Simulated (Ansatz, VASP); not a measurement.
One calculation of VI, two programs

```
CELL_PARAMETERS angstrom
3.64373 0.00000 0.00000
0.00000 3.64373 0.00000
0.00000 0.00000 3.64373
ATOMIC_POSITIONS crystal
V 0.00000 0.00000 0.00000
I 0.50000 0.50000 0.50000
```

Alike in both runs: functional PBE; k mesh 4 × 4 × 4; occupations gaussian, width 0.1 eV; collinear spin.

Ansatz relaxed the structure, and its values are those at the end. VASP's run is a single point on that final structure, the one shown.

|  | VASP | Ansatz |
| --- | --- | --- |
| version | VASP 6.6.1 | Ansatz 0.2.0 |
| potentials or method | VASP PAW PBE potentials, release 64 (V_sv, I), cutoff 520 eV | scalar-relativistic, plane waves, PAW |
| valence electrons in the cell | 20 | 30 |

Ansatz gave:

```
gap on the k mesh at the Fermi level (eV)                     : none
pressure (GPa)                                                : -0.1
net moment per atom (μB)                                      : 1.84
size of the moment on the site where the two differ most (μB) : 3.21
```

Q: What did VASP give for the same quantities?

A: gap on the k mesh at the Fermi level (eV): none; pressure (GPa): -0.1; net moment per atom (μB): 1.84; size of the moment on the site where the two differ most (μB): 3.01.

Site moments also hang on the region over which each program counts them. A gap of «none» marks a metal or a gap that the smearing closes. VASP's potentials hold 20 valence electrons a cell and Ansatz's 30, so a difference there can come from the potentials and not from the codes.

The k mesh is coarse, so the values compare programs but aren't converged. Neither program's run includes spin-orbit coupling.
